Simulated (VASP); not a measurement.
A run of VASP 6.6.1 is set up as follows.

INCAR

```
SYSTEM = Li2Pt
PREC = Accurate
ENCUT = 520
EDIFF = 1E-7
ISMEAR = -1
SIGMA = 0.03
LREAL = .False.
LASPH = .True.
NELM = 80
ALGO = Normal
ISIF = 2
LWAVE = .False.
LCHARG = .True.
GGA = CA
LELF = .True.
LVHAR = .True.
NBANDS = 15
```

Contents of KPOINTS:

```
regular mesh
0
Gamma
  9 9 12
  0 0 0
```

Contents of POSCAR:

```
Li2Pt
1.0
    4.2137216421      0.0000000000      0.0000000000
   -2.1068608210      3.6491899866      0.0000000000
    0.0000000000      0.0000000000      2.6786230301
Li Pt
2 1
Direct
    0.3333333333      0.6666666667      0.5000000000
    0.6666666667      0.3333333333      0.5000000000
    0.0000000000      0.0000000000      0.0000000000
```

Potentials or basis: VASP PAW LDA potentials, release 64 (Li_sv, Pt).

Run with:

```bash
$ cat potpaw_LDA.64/Li_sv/POTCAR potpaw_LDA.64/Pt/POTCAR > POTCAR
$ mpirun -np 1 vasp_std > vasp.out
```

Task: Estimate the band gap on the k mesh.

Result: Zero (band 8 reaches 6.05 eV, above the bottom of band 9 at 4.20 eV).

Caveat: spin-orbit coupling is left out, which moves the levels of the heavy elements.
